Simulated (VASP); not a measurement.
Input of a VASP 6.6.1 run:

INCAR

```
SYSTEM = Si
PREC = Accurate
ENCUT = 520
EDIFF = 1E-6
ISMEAR = 0
SIGMA = 0.15
LREAL = .False.
LASPH = .True.
NELM = 100
ALGO = Normal
ISIF = 2
LWAVE = .False.
LCHARG = .False.
GGA = PE
NBANDS = 11
```

KPOINTS

```
Automatic mesh
0
Gamma
  20 20 20
  0 0 0
```

POSCAR

```
Si
1.0
   -2.4069428891      2.4069428891      1.3691433516
    2.4069428891     -2.4069428891      1.3691433516
    2.4069428891      2.4069428891     -1.3691433516
Si
2
Direct
    0.2500000000      0.7500000000      0.5000000000
    0.5000000000      0.5000000000      0.0000000000
```

Potentials or basis: VASP PAW PBE potentials, release 64 (Si).

The run is started by

```console
$ cat potpaw_PBE.64/Si/POTCAR > POTCAR
$ mpirun -np 1 vasp_std > vasp.out
```

**Question.** What does it give for the band gap on the k mesh?

**Answer.** Zero (band 4 reaches 11.15 eV, above the bottom of band 5 at 4.66 eV).

**Question.** What does it give for the pressure?

**Answer.** -3.0 GPa.

Stress tensor (GPa, compression positive):
```
-2.35  0.00  0.00
 0.00 -2.35  0.00
 0.00  0.00 -4.25
```

Caveat: the cell differs from its parent crystal (strain +0.015 along x and y, +0.030 along z).
